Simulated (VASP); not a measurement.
A run of VASP 6.6.1 is set up as follows.

The input POSCAR:

```
Fe
1.0
   -1.4390000000      1.4390000000      1.4390000000
    1.4390000000     -1.4390000000      1.4390000000
    1.4390000000      1.4390000000     -1.4390000000
Fe
1
Direct
    0.0000000000      0.0000000000      0.0000000000
```

The input INCAR.step1:

```
PREC = Accurate
ENCUT = 520
ISMEAR = 0
SIGMA = 0.1
LREAL = F
LASPH = T
NELM = 150
ISPIN = 2
MAGMOM = 2.4
NUPDOWN = 2.4
LMAXMIX = 4
NBANDS = 14
GGA = PE
ALGO = Normal
EDIFF = 1E-4
LWAVE = T
LCHARG = F
```

The input INCAR.step2:

```
PREC = Accurate
ENCUT = 520
EDIFF = 1E-6
ISMEAR = 0
SIGMA = 0.1
LREAL = F
LASPH = T
NELM = 150
ALGO = Normal
ISIF = 2
LWAVE = F
LCHARG = F
ISPIN = 2
MAGMOM = 2.4
LORBIT = 11
NUPDOWN = 2.4
LMAXMIX = 4
METAGGA = R2SCAN
LMIXTAU = T
NBANDS = 14
ISTART = 1
```

Contents of KPOINTS:

```
Automatic mesh
0
Gamma
  13 13 13
```

Potentials or basis: VASP PAW PBE potentials, release 64 (Fe).

Command:

```sh
$ cat potpaw_PBE.64/Fe/POTCAR > POTCAR
$ cp INCAR.step1 INCAR
$ mpirun -np 1 vasp_std > vasp.out
$ cp INCAR.step2 INCAR
$ mpirun -np 1 vasp_std > vasp.out
```

**Question.** What does it give for the pressure?

**Answer.** -9.2 GPa.

Caveat: the PAW data sets were made with another functional, which shifts forces and pressure a little; the total moment is fixed, so each spin has its own Fermi level.
